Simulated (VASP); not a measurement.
# Ni (P6_3/mmc) in VASP: further runs, part 2 of 2

VASP 6.6.1. Earlier steps stand in the parts before.

**3. Single point, PBE**

File INCAR:

```
PREC = Accurate ; ENCUT = 520
EDIFF = 1E-6 ; ISMEAR = -1
SIGMA = 0.005 ; LREAL = False
LASPH = True ; NELM = 100
ALGO = Normal ; ISIF = 2
LWAVE = False ; LCHARG = True
GGA = PE ; LELF = True
LVHAR = True ; NBANDS = 17
```

File KPOINTS:

```
regular mesh
0
Gamma
  17 17 10
```

File POSCAR:

```
Ni
1.0
    2.4726523327      0.0000000000      0.0000000000
   -1.2363261664      2.1413797349      0.0000000000
    0.0000000000      0.0000000000      4.0991691776
Ni
2
Direct
    0.3333333333      0.6666666667      0.2500000000
    0.6666666667      0.3333333333      0.7500000000
```

Potentials or basis: VASP PAW PBE potentials, release 64 (Ni).

The run is started by

```
$ cat potpaw_PBE.64/Ni/POTCAR > POTCAR
$ mpirun -np 1 vasp_std > vasp.out
```

OUTCAR:

```text
PREC = Accurate
   ENCUT = 520
   EDIFF = 1E-6
   ISMEAR = -1
   LREAL = False
   LASPH = True
   NELM = 100
   ISIF = 2
   GGA = PE

 ion  position               nearest neighbor table
   1  0.333  0.667  0.250-   2 2.50   2 2.50   2 2.50   2 2.50   2 2.50   2 2.50
   2  0.667  0.333  0.750-   1 2.50   1 2.50   1 2.50   1 2.50   1 2.50   1 2.50

  LATTYP: Found a hexagonal cell.
 ALAT       =     2.4726523327
 C/A-ratio  =     1.6578024833

  Lattice vectors:

 A1 = (   2.4726523327,   0.0000000000,   0.0000000000)
 A2 = (  -1.2363261664,   2.1413797349,   0.0000000000)
 A3 = (   0.0000000000,   0.0000000000,   4.0991691776)

Analysis of symmetry for initial positions (statically):
=====================================================================
 Subroutine PRICEL returns:
 Original cell was already a primitive cell.

 Routine SETGRP: Setting up the symmetry group for a
 hexagonal supercell.

 Subroutine GETGRP returns: Found 24 space group operations
 (whereof 12 operations were pure point group operations)
 out of a pool of 24 trial point group operations.

The static configuration has the point symmetry D_3d.
 The point group associated with its full space group is D_6h.

Analysis of symmetry for dynamics (positions and initial velocities):
=====================================================================
 Subroutine PRICEL returns:
 Original cell was already a primitive cell.

 Routine SETGRP: Setting up the symmetry group for a
 hexagonal supercell.

 Subroutine GETGRP returns: Found 24 space group operations
 (whereof 12 operations were pure point group operations)
 out of a pool of 24 trial point group operations.

The dynamic configuration has the point symmetry D_3d.
 The point group associated with its full space group is D_6h.

 Subroutine INISYM returns: Found 24 space group operations
 (whereof 12 operations are pure point group operations),
[... 110 lines left out ...]
   EFERMI =   0.00;   METHOD = LEGACY
   ISMEAR =    -1;   SIGMA  =   0.01  broadening in eV -4-tet -1-fermi 0-gaus
   EFERMI_NEDOS =   21; number of points for ismear=-14 and -15
   IALGO  =     38    algorithm
   IMIX   =      4    mixing-type and parameters
     AMIX     =   0.40;   BMIX     =  1.00
     AMIX_MAG =   1.60;   BMIX_MAG =  1.00
  volume/ion in A,a.u.               =      10.85        73.24
  Fermi-wavevector in a.u.,A,eV,Ry     =   1.593067  3.010460 34.529703  2.537862
  Thomas-Fermi vector in A             =   2.691354
   LORBIT       =      0    0 simple, 1 ext, 2 COOP (PROOUT), +10 PAW based schemes
   GGA     = PE    functional components
   LHFCALC =     F    Hartree Fock is set to
   AEXX    =    0.0000 exact exchange contribution
   IVDW    =     0    specifies the selected vdW correction
   LEPSILON=     F    determine dielectric tensor
   LRPA    =     F    only Hartree local field effects (RPA)
 non-spin polarized calculation
  energy-cutoff  :      520.00
  volume of cell :       21.70
 maximum number of plane-waves:       598
   NGX =  9   NGY =  9   NGZ = 15

 number of electron      20.0000007 magnetization

 Free energy of the ion-electron system (eV)
  ---------------------------------------------------
  ext. energy  EPLUGINS =         0.00000000
  ---------------------------------------------------
  free energy    TOTEN  =       -10.76920200 eV

  energy without entropy =      -10.76820577  energy(sigma->0) =      -10.76870389

 E-fermi :   9.2226     XC(G=0): -13.2671

 val. band max:        9.2215329488   @ k =   0.4118   0.0588   0.1000
 cond. band min:       9.2226893814   @ k =   0.4706   0.0588   0.0000
 fundamental gap:      0.0011564326
 Fermi energy:         9.2225829200

 k-point     1 :       0.0000    0.0000    0.0000
  band No.  band energies     occupation
      1       0.3671      2.00000
      2       4.7782      2.00000
      3       7.3248      2.00000
      4       7.4276      2.00000
      5       7.4276      2.00000
      6       7.6928      2.00000
[... 457 lines left out ...]
      4       6.3917      2.00000
      5       7.3701      2.00000
      6       7.3853      2.00000
[... 9 lines left out ...]
     16      29.1906      0.00000
     17      29.6806      0.00000

 [... further k-points ...]

------------------------ aborting loop because EDIFF is reached ----------------------------------------

  FORCE on cell =-STRESS in cart. coord.  units (eV):
  Direction    XX          YY          ZZ          XY          YZ          ZX
  --------------------------------------------------------------------------------------
  -------------------------------------------------------------------------------------
  Total        0.0090340      0.0090340     -0.0035110     -0.0000000      0.0000000      0.0000000
  in kB        0.6668657      0.6668657     -0.2591694     -0.0000000      0.0000000      0.0000000
  external PRESSURE =       0.3581874 kB  Pullay stress =       0.0000000 kB

 VOLUME and BASIS-vectors are now :
 -----------------------------------------------------------------------------
  energy-cutoff  :      520.00
  volume of cell :       21.70
      direct lattice vectors                 reciprocal lattice vectors
     2.472652333  0.000000000  0.000000000     0.404424021  0.233494318  0.000000000
    -1.236326166  2.141379735  0.000000000     0.000000000  0.466988635  0.000000000
     0.000000000  0.000000000  4.099169178     0.000000000  0.000000000  0.243951873

 POSITION                                       TOTAL-FORCE (eV/Angst)
 -----------------------------------------------------------------------------------
     -0.00000      1.42759      1.02479        -0.000000      0.000000      0.000000
      1.23633      0.71379      3.07438         0.000000      0.000000      0.000000
 -----------------------------------------------------------------------------------
    total drift:                               -0.000000      0.000000     -0.000000

  FREE ENERGIE OF THE ION-ELECTRON SYSTEM (eV)
  ---------------------------------------------------
  free  energy   TOTEN  =       -10.7692019980 eV

  energy  without entropy=      -10.7682057735  energy(sigma->0) =      -10.76870389
```

stdout:

```text
POSCAR found type information on POSCAR Ni
 POSCAR found :  1 types and       2 ions
 scaLAPACK will be used
 LDA part: xc-table for (Slater+PW92), standard interpolation
 POSCAR, INCAR and KPOINTS ok, starting setup
 FFT: planning ... GRIDC
 FFT: planning ... GRID_SOFT
 FFT: planning ... GRID
 WAVECAR not read
 entering main loop
```

Wall time 63 s (1 thread of Intel Xeon 8259CL, shared host); peak memory 0.17 GiB.

Results:

```yaml
Free_energy: -10.7692 eV
Pressure: 0.0 GPa
Band_gap_on_the_k_mesh: zero (bands 10 and 11 overlap by 0.54 eV)
```

Caveat: the run has no spin polarisation, though such a crystal can be magnetic. Spin polarisation is off, so any magnetic state and its effect on volume and gap are missing.

**4. Relaxation of cell and atoms, PBE**

This run uses another cell than the first one, of 10.90 Å³/atom.

File INCAR:

```
PREC = Accurate ; ENCUT = 600
EDIFF = 1E-7 ; ISMEAR = -1
SIGMA = 0.05 ; LREAL = False
LASPH = True ; NELM = 100
ALGO = Normal ; ISIF = 3
LWAVE = False ; LCHARG = False
GGA = PE ; IBRION = 2
NSW = 60 ; EDIFFG = -0.005
```

File KPOINTS:

```
Automatic mesh
0
Gamma
  17 17 10
```

File POSCAR:

```
Ni
1.0
    2.4952288570      0.0000000000      0.0000000000
   -1.2476144285      2.1609315784      0.0000000000
    0.0000000000      0.0000000000      4.0422707483
Ni
2
Direct
    0.3333333333      0.6666666667      0.2500000000
    0.6666666667      0.3333333333      0.7500000000
```

Potentials or basis: VASP PAW PBE potentials, release 64 (Ni).

The run is started by

```
$ cat potpaw_PBE.64/Ni/POTCAR > POTCAR
$ mpirun -np 1 vasp_std > vasp.out
```

OUTCAR:

```text
PREC = Accurate
   ENCUT = 600
   EDIFF = 1E-7
   ISMEAR = -1
   LREAL = False
   LASPH = True
   NELM = 100
   ISIF = 3
   GGA = PE
   IBRION = 2
   NSW = 60
   EDIFFG = -0.005

 ion  position               nearest neighbor table
   1  0.333  0.667  0.250-   2 2.48   2 2.48   2 2.48   2 2.48   2 2.48   2 2.48
   2  0.667  0.333  0.750-   1 2.48   1 2.48   1 2.48   1 2.48   1 2.48   1 2.48

  LATTYP: Found a hexagonal cell.
 ALAT       =     2.4952288570
 C/A-ratio  =     1.6200000000

  Lattice vectors:

 A1 = (   2.4952288570,   0.0000000000,   0.0000000000)
 A2 = (  -1.2476144285,   2.1609315784,   0.0000000000)
 A3 = (   0.0000000000,   0.0000000000,   4.0422707483)

Analysis of symmetry for initial positions (statically):
=====================================================================
 Subroutine PRICEL returns:
 Original cell was already a primitive cell.

 Routine SETGRP: Setting up the symmetry group for a
 hexagonal supercell.

 Subroutine GETGRP returns: Found 24 space group operations
 (whereof 12 operations were pure point group operations)
 out of a pool of 24 trial point group operations.

The static configuration has the point symmetry D_3d.
 The point group associated with its full space group is D_6h.

Analysis of symmetry for dynamics (positions and initial velocities):
=====================================================================
 Subroutine PRICEL returns:
[... 307 lines left out ...]
  ext. energy  EPLUGINS =         0.00000000
  ---------------------------------------------------
  free energy    TOTEN  =       -10.80636523 eV

  energy without entropy =      -10.74118120  energy(sigma->0) =      -10.77377321

 E-fermi :   9.2191     XC(G=0): -13.2604

 val. band max:        9.2183319641   @ k =   0.2941   0.0588   0.1000
 cond. band min:       9.2200118401   @ k =   0.3529   0.2353   0.4000
 fundamental gap:      0.0016798760
 Fermi energy:         9.2190708795

 k-point     1 :       0.0000    0.0000    0.0000
  band No.  band energies     occupation
      1       0.3590      2.00000
      2       4.7774      2.00000
      3       7.3303      2.00000
      4       7.4251      2.00000
      5       7.4251      2.00000
      6       7.6948      2.00000
      7       7.6948      2.00000
      8       8.1410      2.00000
      9       8.1410      2.00000
     10       8.9699      1.98639
     11       9.0825      1.87761
     12       9.0825      1.87761
     13      15.1484      0.00000
     14      32.0509      0.00000
[... 377 lines left out ...]
      1       3.3163      2.00000
      2       6.0125      2.00000
      3       6.1688      2.00000
      4       6.3875      2.00000
      5       7.3469      2.00000
      6       7.3945      2.00000
      7       7.8583      2.00000
      8       8.1199      2.00000
      9       8.7081      1.99993
     10       9.0601      1.92017
     11       9.1521      1.58454
     12      14.8537      0.00000
     13      16.1109      0.00000
     14      21.5851      0.00000

 [... further k-points ...]

------------------------ aborting loop because EDIFF is reached ----------------------------------------

  FORCE on cell =-STRESS in cart. coord.  units (eV):
  Direction    XX          YY          ZZ          XY          YZ          ZX
  --------------------------------------------------------------------------------------
  -------------------------------------------------------------------------------------
  Total       -0.0011041     -0.0011041     -0.0020457      0.0000000      0.0000000      0.0000000
  in kB       -0.0814083     -0.0814083     -0.1508395      0.0000000      0.0000000      0.0000000
  external PRESSURE =      -0.1045521 kB  Pullay stress =       0.0000000 kB
[... 17 lines left out ...]
  FREE ENERGIE OF THE ION-ELECTRON SYSTEM (eV)
  ---------------------------------------------------
  free  energy   TOTEN  =       -10.8063652291 eV

  energy  without entropy=      -10.7411811974  energy(sigma->0) =      -10.77377321

 reached required accuracy - stopping structural energy minimisation
```

OSZICAR:

```text
N       E                     dE             d eps       ncg     rms          rms(c)
DAV:   1     0.968299039723E+02    0.96830E+02   -0.10809E+04  5608   0.231E+03
DAV:   2    -0.103242431905E+02   -0.10715E+03   -0.10291E+03  5556   0.309E+02
DAV:   3    -0.128426118553E+02   -0.25184E+01   -0.24420E+01  6210   0.686E+01
[... 47 lines left out ...]
DAV:   4    -0.108063718709E+02    0.11839E-03   -0.56716E-05  8034   0.896E-02    0.181E-02
DAV:   5    -0.108063663241E+02    0.55468E-05   -0.75346E-06  7112   0.346E-02    0.620E-03
DAV:   6    -0.108063653734E+02    0.95078E-06   -0.55782E-07  6080   0.103E-02    0.954E-04
DAV:   7    -0.108063652324E+02    0.14100E-06   -0.18197E-08  3006   0.238E-03    0.190E-04
DAV:   8    -0.108063652291E+02    0.32937E-08   -0.31855E-09  2844   0.748E-04
   5 F= -.10806365E+02 E0= -.10773773E+02  d E =-.281833E-03
```

CONTCAR:

```text
Ni
   1.00000000000000
     2.4774076508859819   -0.0000000000000000   -0.0000000000000000
    -1.2387038254429910    2.1454979611795690    0.0000000000000000
    -0.0000000000000000    0.0000000000000000    4.0879929723237494
  Ni
     2
Direct
     0.3333333332999970    0.6666666667000030    0.2500000000000000
     0.6666666667000030    0.3333333332999970    0.7500000000000000

  0.00000000E+00  0.00000000E+00  0.00000000E+00
  0.00000000E+00  0.00000000E+00  0.00000000E+00
```

Wall time 4.2 min (1 thread of Intel Xeon 8259CL, shared host); peak memory 0.19 GiB.

Results:

```yaml
Free_energy: -10.8064 eV
Relaxed_volume: 10.86 Å³/atom
Relaxed_cell: a = 2.477 Å, b = 2.477 Å, c = 4.088 Å, α = 90.00°, β = 90.00°, γ = 120.00°
Space_group_after_relaxing_to_0.1_Å: P6_3/mmc (No. 194)
Energy_gained_by_relaxing: 1.6 meV/atom
Ionic_steps: 5
Pressure_after_relaxing: 0.0 GPa
Band_gap_on_the_k_mesh: zero (bands 10 and 11 overlap by 0.54 eV)
```

Step by step:
```
step  energy change (eV)  largest force (eV/Å)  pressure (GPa)  volume (Å³)
   1              0.0000                0.0000           -0.55        21.80
   2             -0.0028                0.0000            0.47        21.68
   3             -0.0030                0.0000            0.81        21.64
   4             -0.0031                0.0000           -0.61        21.80
   5             -0.0032                0.0000           -0.01        21.73
```

Final structure:
```
CELL_PARAMETERS angstrom
2.47741 0.00000 0.00000
-1.23870 2.14550 0.00000
0.00000 0.00000 4.08799
ATOMIC_POSITIONS crystal
Ni 0.33333 0.66667 0.25000
Ni 0.66667 0.33333 0.75000
```

Caveat: the run has no spin polarisation, though such a crystal can be magnetic.

**5. Relaxation of cell and atoms, PBE**

This run uses another cell than the first one, of 10.90 Å³/atom.

INCAR, as its differences from that of step 4:

```diff
@@ -2,3 +2,3 @@
 EDIFF = 1E-7 ; ISMEAR = -1
-SIGMA = 0.05 ; LREAL = False
+SIGMA = 0.005 ; LREAL = False
 LASPH = True ; NELM = 100
```

KPOINTS is that of step 4.

POSCAR is that of step 4.

The run is started by

```
$ cat potpaw_PBE.64/Ni/POTCAR > POTCAR
$ mpirun -np 1 vasp_std > vasp.out
```

Run time: 5.9 min. Hardware: 1 thread of Intel Xeon 8259CL, shared host; peak memory 0.2 GiB.

Results (log left out):

* Free energy: -10.7687 eV
* Relaxed volume: 10.85 Å³/atom
* Relaxed cell: a = 2.473 Å, b = 2.473 Å, c = 4.096 Å, α = 90.00°, β = 90.00°, γ = 120.00°
* Space group after relaxing (to 0.1 Å): P6_3/mmc (No. 194)
* Energy gained by relaxing: 2.4 meV/atom
* Ionic steps: 8
* Pressure after relaxing: 0.0 GPa
* Band gap on the k mesh: zero (bands 10 and 11 overlap by 0.54 eV)

The path:
| step | energy change (eV) | largest force (eV/Å) | pressure (GPa) | volume (Å³) |
| --- | --- | --- | --- | --- |
| 1 | 0.0000 | 0.0000 | -0.86 | 21.80 |
| 2 | -0.0037 | 0.0000 | 0.76 | 21.61 |
| 3 | -0.0039 | 0.0000 | 1.27 | 21.56 |
| 4 | -0.0045 | 0.0000 | -0.53 | 21.76 |
| 5 | -0.0047 | 0.0000 | 0.07 | 21.69 |
| 6 | -0.0047 | 0.0000 | 0.10 | 21.68 |
| 7 | -0.0047 | 0.0000 | 0.12 | 21.68 |
| 8 | -0.0047 | 0.0000 | 0.00 | 21.69 |

Final structure:
```cif
data_structure
_symmetry_space_group_name_H-M 'P 1'
_symmetry_Int_Tables_number 1
_cell_length_a 2.4729
_cell_length_b 2.4729
_cell_length_c 4.0964
_cell_angle_alpha 90.000
_cell_angle_beta 90.000
_cell_angle_gamma 120.000
_cell_volume 21.69
loop_
_atom_site_label
_atom_site_type_symbol
_atom_site_fract_x
_atom_site_fract_y
_atom_site_fract_z
_atom_site_occupancy
Ni1 Ni 0.33333 0.66667 0.25000 1
Ni2 Ni 0.66667 0.33333 0.75000 1
```

Levels at points of the mesh, in eV from the Fermi level:
```
           k point  band 7  band 8  band 9  band 10  band 11  band 12  band 13  band 14
(0.00, 0.00, 0.00)   -1.53   -1.05   -1.05    -0.28    -0.12    -0.12     5.90    22.91
(0.00, 0.00, 0.50)   -1.83   -1.83   -0.41    -0.41    -0.41    -0.41    14.35    14.35
```

Caveat: the run has no spin polarisation, though such a crystal can be magnetic. Spin polarisation is off, so any magnetic state and its effect on volume and gap are missing.

**6. Summary**

```tsv
task	cell	cutoff (eV)	smearing	gap on the mesh (eV)	pressure (GPa)	relaxed volume (Å³/atom)
single point	a = 2.477, b = 2.477, c = 4.090 Å, angles 90.0, 90.0, 120.0°, 2 atoms	520	fermi-dirac 0.05 eV	none	0.0	-
single point	a = 2.473, b = 2.473, c = 4.099 Å, angles 90.0, 90.0, 120.0°, 2 atoms	520	fermi-dirac 0.005 eV	none	0.0	-
relaxation of cell and atoms	relaxed from a = 2.495, b = 2.495, c = 4.042 Å, angles 90.0, 90.0, 120.0°, 2 atoms	600	fermi-dirac 0.05 eV	none	0.0	10.86
relaxation of cell and atoms	relaxed from a = 2.495, b = 2.495, c = 4.042 Å, angles 90.0, 90.0, 120.0°, 2 atoms	600	fermi-dirac 0.005 eV	none	0.0	10.85
```

Alike in all rows: level PBE; potentials or basis VASP PAW PBE potentials, release 64 (Ni); no spin polarisation; k mesh 17 × 17 × 10.

Caveats: the run has no spin polarisation, though such a crystal can be magnetic.

Total energies depend on the potentials used, so only differences within one code and one set of settings carry meaning.
